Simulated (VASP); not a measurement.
Wanted: the native input for a VASP 6.6.1 run.

* Task: single point
* Functional: PBEsol
* Potentials or basis: VASP PAW PBE potentials, release 64 (Ba_sv)
* Cutoff: 520 eV
* k mesh: 12 × 12 × 14
* Occupations: gaussian, width 0.15 eV
* Spin: no spin polarisation
* Dipole correction: no
* Further INCAR settings: ALGO = Fast; EDIFF = 1e-07; NBANDS = 11

The structure of Ba lies in POSCAR:

```
Ba
1.0
    4.1196395000      0.0000000000      0.0000000000
    0.0000000000      4.1196395000      0.0000000000
    0.0000000000      0.0000000000      3.7137051700
Ba
1
Direct
    0.5000000000      0.5000000000      0.5000000000
```

This cell differs from its parent crystal: strain +0.030 along x and y, +0.030 along z.

The input as run:

INCAR

```
SYSTEM = Ba
ALGO     = Fast           ! electronic algorithm
EDIFF    = 1E-7           ! SCF threshold, eV
ENCUT    = 520            ! plane-wave cutoff, eV
GGA      = PS             ! functional
ISIF     = 2              ! what is computed and relaxed
ISMEAR   = 0              ! smearing method
LASPH    = .True.         ! aspherical terms in the spheres
LCHARG   = .True.         ! write CHGCAR
LELF     = .True.         ! ELF
LREAL    = .False.        ! projectors in reciprocal space
LVHAR    = .True.       
LWAVE    = .False.        ! write WAVECAR
NBANDS   = 11             ! bands
NELM     = 80             ! most SCF steps
PREC     = Accurate       ! precision mode
SIGMA    = 0.15           ! smearing width, eV
```

KPOINTS

```
k-points
0
Gamma
  12 12 14
  0 0 0
```

Potentials or basis: VASP PAW PBE potentials, release 64 (Ba_sv).

Launch:

```bash
$ cat potpaw_PBE.64/Ba_sv/POTCAR > POTCAR
$ mpirun -np 1 vasp_std > vasp.out
```

It gave:

- Pressure: -0.6 GPa
- Band gap on the k mesh: zero (band 5 reaches 1.59 eV, above the bottom of band 6 at 1.20 eV)

Caveat: the cell differs from its parent crystal (strain +0.030 along x and y, +0.030 along z); the PAW data sets were made with another functional, which shifts forces and pressure a little; spin-orbit coupling is left out, which moves the levels of the heavy elements.

Wall time 67 s on 1 thread of Intel(R) Xeon(R) Platinum 8559C (Emerald Rapids) (shared host), peak memory 0.28 GiB.
